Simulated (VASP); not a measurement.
# WC (Qusongite) (P-6m2) in VASP: notebook

WC (Qusongite) is run at these levels: PBEsol; tasks: single point.

All numbers are computed with VASP 6.6.1; they aren't measurements. Logs are shortened: lines on timing, memory, paths and dates and some standing lists are left out, and cuts for length are marked.

### 1 The cell of the first run

The structure is hexagonal, space group P-6m2 (No. 187). Conventional cell: a = 2.833 Å, b = 2.833 Å, c = 2.776 Å, α = 90.00°, β = 90.00°, γ = 120.00°. Within 2.8 Å of W (site symmetry -6m2) lie 6 C at 2.15 Å and 2 W at 2.78 Å. C (site symmetry -6m2) has 6 W at 2.15 Å and 2 C at 2.78 Å within 2.8 Å.

### 2 Single point, PBEsol

The input, INCAR:

```
PREC = Accurate
ENCUT = 520
EDIFF = 1E-6
ISMEAR = -1
SIGMA = 0.05
LREAL = F
LASPH = T
NELM = 80
ALGO = Normal
ISIF = 2
LWAVE = F
LCHARG = T
GGA = PS
LELF = T
LVHAR = T
NBANDS = 16
```

The input, KPOINTS:

```
regular mesh
0
Gamma
  10 10 9
```

The input, POSCAR:

```
WC
1.0
    2.8327606533      0.0000000000      0.0000000000
   -1.4163803267      2.4532426886      0.0000000000
    0.0000000000      0.0000000000      2.7763733305
W C
1 1
Direct
    0.0000000000      0.0000000000      0.0000000000
    0.6666666667      0.3333333333      0.5000000000
```

Potentials or basis: VASP PAW PBE potentials, release 64 (W_sv, C).

Started as:

```
$ cat potpaw_PBE.64/W_sv/POTCAR potpaw_PBE.64/C/POTCAR > POTCAR
$ mpirun -np 1 vasp_std > vasp.out
```

OUTCAR:

```text
PREC = Accurate
   ENCUT = 520
   EDIFF = 1E-6
   ISMEAR = -1
   LREAL = F
   LASPH = T
   NELM = 80
   ISIF = 2
   GGA = PS

 ion  position               nearest neighbor table
   1  0.000  0.000  0.000-   2 2.15   2 2.15   2 2.15   2 2.15   2 2.15   2 2.15
   2  0.667  0.333  0.500-   1 2.15   1 2.15   1 2.15   1 2.15   1 2.15   1 2.15

  LATTYP: Found a hexagonal cell.
 ALAT       =     2.8327606533
 C/A-ratio  =     0.9800945686

  Lattice vectors:

 A1 = (   2.8327606533,   0.0000000000,   0.0000000000)
 A2 = (  -1.4163803267,   2.4532426886,   0.0000000000)
 A3 = (   0.0000000000,   0.0000000000,   2.7763733305)

Analysis of symmetry for initial positions (statically):
=====================================================================
 Subroutine PRICEL returns:
 Original cell was already a primitive cell.

 Routine SETGRP: Setting up the symmetry group for a
 hexagonal supercell.

 Subroutine GETGRP returns: Found 12 space group operations
 (whereof 12 operations were pure point group operations)
 out of a pool of 24 trial point group operations.

The static configuration has the point symmetry D_3h.

Analysis of symmetry for dynamics (positions and initial velocities):
=====================================================================
 Subroutine PRICEL returns:
 Original cell was already a primitive cell.

 Routine SETGRP: Setting up the symmetry group for a
 hexagonal supercell.

 Subroutine GETGRP returns: Found 12 space group operations
 (whereof 12 operations were pure point group operations)
 out of a pool of 24 trial point group operations.

The dynamic configuration has the point symmetry D_3h.

 Subroutine INISYM returns: Found 12 space group operations
 (whereof 12 operations are pure point group operations),
 and found     1 'primitive' translations

----------------------------------------------------------------------------------------

                                     Primitive cell

  volume of cell :      19.2943

  direct lattice vectors                    reciprocal lattice vectors
     2.832760653  0.000000000  0.000000000     0.353012528  0.203811878  0.000000000
    -1.416380327  2.453242689  0.000000000     0.000000000  0.407623756  0.000000000
     0.000000000  0.000000000  2.776373330     0.000000000  0.000000000  0.360182108

  length of vectors
     2.832760653  2.832760653  2.776373330     0.407623756  0.407623756  0.360182108

  position of ions in fractional coordinates (direct lattice)
     0.000000000  0.000000000  0.000000000
     0.666666667  0.333333333  0.500000000

  ion indices of the primitive-cell ions
   primitive index   ion index
                 1           1
                 2           2

----------------------------------------------------------------------------------------

 KPOINTS: regular mesh

Automatic generation of k-mesh.
 Grid dimensions read from file:
 generate k-points for:   10   10    9

 Generating k-lattice:

  Cartesian coordinates                     Fractional coordinates (reciprocal lattice)
     0.035301253  0.020381188  0.000000000     0.100000000  0.000000000  0.000000000
     0.000000000  0.040762376  0.000000000     0.000000000  0.100000000  0.000000000
     0.000000000  0.000000000  0.040020234     0.000000000  0.000000000  0.111111111

  Length of vectors
     0.040762376  0.040762376  0.040020234

  Shift w.r.t. Gamma in fractional coordinates (k-lattice)
     0.000000000  0.000000000  0.000000000

 Subroutine IBZKPT returns following result:
 ===========================================

 Found     70 irreducible k-points:

 Following reciprocal coordinates:
            Coordinates               Weight
  0.000000  0.000000  0.000000      1.000000
  0.100000  0.000000  0.000000      6.000000
  0.200000  0.000000  0.000000      6.000000
  0.300000  0.000000  0.000000      6.000000
  0.400000  0.000000  0.000000      6.000000
  0.500000  0.000000  0.000000      3.000000
[... 16 lines left out ...]
  0.300000  0.100000  0.111111     24.000000
  0.400000  0.100000  0.111111     24.000000
 [... further k-points ...]
   k-points           NKPTS =     70   k-points in BZ     NKDIM =     70   number of bands    NBANDS=     16
   number of dos      NEDOS =    301   number of ions     NIONS =      2
   total plane-waves  NPLWV =  13824
   dimension x,y,z NGX =    24 NGY =   24 NGZ =   24
   dimension x,y,z NGXF=    48 NGYF=   48 NGZF=   48
   ions per type =               1   1
   NGX,Y,Z   is equivalent  to a cutoff of  14.08, 14.08, 14.37 a.u.
   NGXF,Y,Z  is equivalent  to a cutoff of  28.17, 28.17, 28.74 a.u.
 SYSTEM =  unknown system
   PREC   = accura    normal or accurate (medium, high low for compatibility)
   ISTART =      0    job   : 0-new  1-cont  2-samecut
   ICHARG =      2    charge: 1-file 2-atom 10-const
   ISPIN  =      1    spin polarized calculation?
   LNONCOLLINEAR =      F non collinear calculations
   LSORBIT =      F    spin-orbit coupling
   LASPH  =      T    aspherical Exc in radial PAW
   ENCUT  =  520.0 eV  38.22 Ry    6.18 a.u.   5.27  5.27  5.16*2*pi/ulx,y,z
   NELM   =     80;   NELMIN=  2; NELMDL= -5     # of ELM steps
   EDIFF  = 0.1E-05   stopping-criterion for ELM
   LREAL  =      F    real-space projection
   EDIFFG = 0.1E-04   stopping-criterion for IOM
   NSW    =      0    number of steps for IOM
   IBRION =     -1    ionic relax: 0-MD 1-quasi-New 2-CG
   NFREE  =      0    steps in history (QN), initial steepest desc. (CG)
   ISIF   =      2    stress and relaxation
   ISYM   =      2    0-nonsym 1-usesym 2-fastsym
   POTIM  = 0.5000    time-step for ionic-motion
   TEBEG  =    0.0;   TEEND  =   0.0 temperature during run
   PSTRESS=    0.0 pullay stress
   NELECT =      18.0000    total number of electrons
   NUPDOWN=      -1.0000    fix difference up-down
   EMIN   =  10.00;   EMAX   =-10.00  energy-range for DOS
   EFERMI =   0.00;   METHOD = LEGACY
   ISMEAR =    -1;   SIGMA  =   0.05  broadening in eV -4-tet -1-fermi 0-gaus
   EFERMI_NEDOS =   21; number of points for ismear=-14 and -15
   IALGO  =     38    algorithm
   IMIX   =      4    mixing-type and parameters
     AMIX     =   0.40;   BMIX     =  1.00
     AMIX_MAG =   1.60;   BMIX_MAG =  1.00
  volume/ion in A,a.u.               =       9.65        65.10
  Fermi-wavevector in a.u.,A,eV,Ry     =   1.599642  3.022886 34.815348  2.558856
  Thomas-Fermi vector in A             =   2.696903
   LORBIT       =      0    0 simple, 1 ext, 2 COOP (PROOUT), +10 PAW based schemes
   GGA     = PS    functional components
   LHFCALC =     F    Hartree Fock is set to
   AEXX    =    0.0000 exact exchange contribution
   IVDW    =     0    specifies the selected vdW correction
   LEPSILON=     F    determine dielectric tensor
   LRPA    =     F    only Hartree local field effects (RPA)
 non-spin polarized calculation
  energy-cutoff  :      520.00
  volume of cell :       19.29
 maximum number of plane-waves:       534
 NGX is ok and might be reduce to    24
   NGX = 11   NGY = 11   NGZ = 11

 number of electron      18.0000001 magnetization

 Free energy of the ion-electron system (eV)
  ---------------------------------------------------
  ext. energy  EPLUGINS =         0.00000000
  ---------------------------------------------------
  free energy    TOTEN  =       -23.77826019 eV

  energy without entropy =      -23.77623018  energy(sigma->0) =      -23.77724519

 E-fermi :  11.9790     XC(G=0): -14.3367

 val. band max:       11.9748768076   @ k =   0.1000   0.0000   0.3333
 cond. band min:      12.0240224075   @ k =   0.4000   0.2000   0.0000
 fundamental gap:      0.0491456000
 Fermi energy:        11.9789887833

 k-point     1 :       0.0000    0.0000    0.0000
  band No.  band energies     occupation
      1     -61.7812      2.00000
      2     -25.7816      2.00000
      3     -25.6245      2.00000
      4     -25.6245      2.00000
      5      -2.9931      2.00000
      6       7.2276      2.00000
[... 8 lines left out ...]
     15      27.0705      0.00000
     16      29.4132      0.00000

 k-point     2 :       0.1000    0.0000    0.0000
  band No.  band energies     occupation
      1     -61.7732      2.00000
      2     -25.7673      2.00000
      3     -25.7340      2.00000
      4     -25.6488      2.00000
      5      -2.7030      2.00000
      6       7.2880      2.00000
[... 8 lines left out ...]
     15      26.5080      0.00000
     16      30.0109      0.00000

 k-point     3 :       0.2000    0.0000    0.0000
  band No.  band energies     occupation
      1     -61.7523      2.00000
      2     -26.0128      2.00000
      3     -25.7296      2.00000
      4     -25.7121      2.00000
      5      -1.9127      2.00000
      6       6.5972      2.00000
[... 8 lines left out ...]
     15      26.2197      0.00000
     16      31.0370      0.00000

 k-point     4 :       0.3000    0.0000    0.0000
  band No.  band energies     occupation
      1     -61.7263      2.00000
      2     -26.3432      2.00000
      3     -25.7893      2.00000
      4     -25.6827      2.00000
      5      -0.8395      2.00000
      6       5.6048      2.00000
[... 8 lines left out ...]
     15      27.2921      0.00000
     16      30.3881      0.00000
[... 324 lines left out ...]
 k-point    22 :       0.2000    0.1000    0.1111
  band No.  band energies     occupation
      1     -61.7289      2.00000
      2     -26.1912      2.00000
      3     -25.8096      2.00000
      4     -25.7792      2.00000
      5      -0.9788      2.00000
      6       6.1453      2.00000
[... 8 lines left out ...]
     15      26.0844      0.00000
     16      30.5480      0.00000

 k-point    23 :       0.3000    0.1000    0.1111
  band No.  band energies     occupation
      1     -61.7054      2.00000
      2     -26.4625      2.00000
      3     -25.8680      2.00000
      4     -25.7642      2.00000
      5       0.0225      2.00000
      6       5.2538      2.00000
[... 8 lines left out ...]
     15      27.0861      0.00000
     16      29.5021      0.00000

 k-point    24 :       0.4000    0.1000    0.1111
  band No.  band energies     occupation
      1     -61.6909      2.00000
      2     -26.6255      2.00000
      3     -25.9223      2.00000
      4     -25.7359      2.00000
      5       0.7531      2.00000
      6       4.6835      2.00000
[... 8 lines left out ...]
     15      26.3783      0.00000
     16      30.4113      0.00000

 [... further k-points ...]

------------------------ aborting loop because EDIFF is reached ----------------------------------------

  FORCE on cell =-STRESS in cart. coord.  units (eV):
  Direction    XX          YY          ZZ          XY          YZ          ZX
  --------------------------------------------------------------------------------------
  -------------------------------------------------------------------------------------
  Total        3.8131520      3.8131520      3.8676396     -0.0000000      0.0000000      0.0000000
  in kB      316.6404844    316.6404844    321.1650843     -0.0000000      0.0000000      0.0000000
  external PRESSURE =     318.1486843 kB  Pullay stress =       0.0000000 kB

 VOLUME and BASIS-vectors are now :
 -----------------------------------------------------------------------------
  energy-cutoff  :      520.00
  volume of cell :       19.29
      direct lattice vectors                 reciprocal lattice vectors
     2.832760653  0.000000000  0.000000000     0.353012528  0.203811878  0.000000000
    -1.416380327  2.453242689  0.000000000     0.000000000  0.407623756  0.000000000
     0.000000000  0.000000000  2.776373330     0.000000000  0.000000000  0.360182108

 POSITION                                       TOTAL-FORCE (eV/Angst)
 -----------------------------------------------------------------------------------
      0.00000      0.00000      0.00000         0.000000      0.000000      0.000000
      1.41638      0.81775      1.38819         0.000000      0.000000      0.000000
 -----------------------------------------------------------------------------------
    total drift:                               -0.000000      0.000000      0.000000

  FREE ENERGIE OF THE ION-ELECTRON SYSTEM (eV)
  ---------------------------------------------------
  free  energy   TOTEN  =       -23.7782601939 eV

  energy  without entropy=      -23.7762301795  energy(sigma->0) =      -23.77724519
```

Wall time 9.8 s (1 thread of Intel Xeon 6975P-C, shared host); peak memory 0.15 GiB.

Results:

```yaml
Free_energy: -23.7783 eV
Pressure: 31.8 GPa
Band_gap_on_the_k_mesh: zero (band 9 reaches 12.67 eV, above the bottom of band 10 at 11.36 eV)
```

Stress tensor (GPa, compression positive):
```
31.66  0.00  0.00
 0.00 31.66  0.00
 0.00  0.00 32.12
```

Caveat: the PAW data sets were made with another functional, which shifts forces and pressure a little; spin-orbit coupling is left out, which moves the levels of the heavy elements.

(Part 1 of 2 ends here.)
